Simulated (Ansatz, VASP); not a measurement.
# One calculation of SiNi3, two programs

```xyz
4
Lattice="3.5063 0.0000 0.0000 0.0000 3.5063 0.0000 0.0000 0.0000 3.5063" Properties=species:S:1:pos:R:3 pbc="T T T"
Si    0.0000    0.0000    0.0000
Ni    0.0000    1.7531    1.7531
Ni    1.7531    0.0000    1.7531
Ni    1.7531    1.7531    0.0000
```

Alike in both runs: task relaxation of cell and atoms; functional PBEsol; k mesh 12 × 12 × 12; occupations gaussian, width 0.1 eV; no spin polarisation.

```csv
,VASP,Ansatz
version,VASP 6.6.1,Ansatz 0.2.0
potentials or method,"VASP PAW PBE potentials, release 64 (Si, Ni), cutoff 600 eV","scalar-relativistic, plane waves, PAW"
valence electrons in the cell,34,58
```

|  | VASP | Ansatz | Ansatz less VASP |
| --- | --- | --- | --- |
| gap on the k mesh at the Fermi level, each at its own relaxed structure (eV) | none | none | - |
| relaxed volume (Å³/atom) | 10.37 | 10.36 | -0.006 |
| relaxed length of the cell vector where the two differ most in proportion (Å) | 3.462 | 3.461 | -0.0007 |

VASP's potentials were made for PBE, not for PBEsol. A gap of «none» marks a metal or a gap that the smearing closes. VASP's potentials hold 34 valence electrons a cell and Ansatz's 58, so a difference there can come from the potentials and not from the codes.
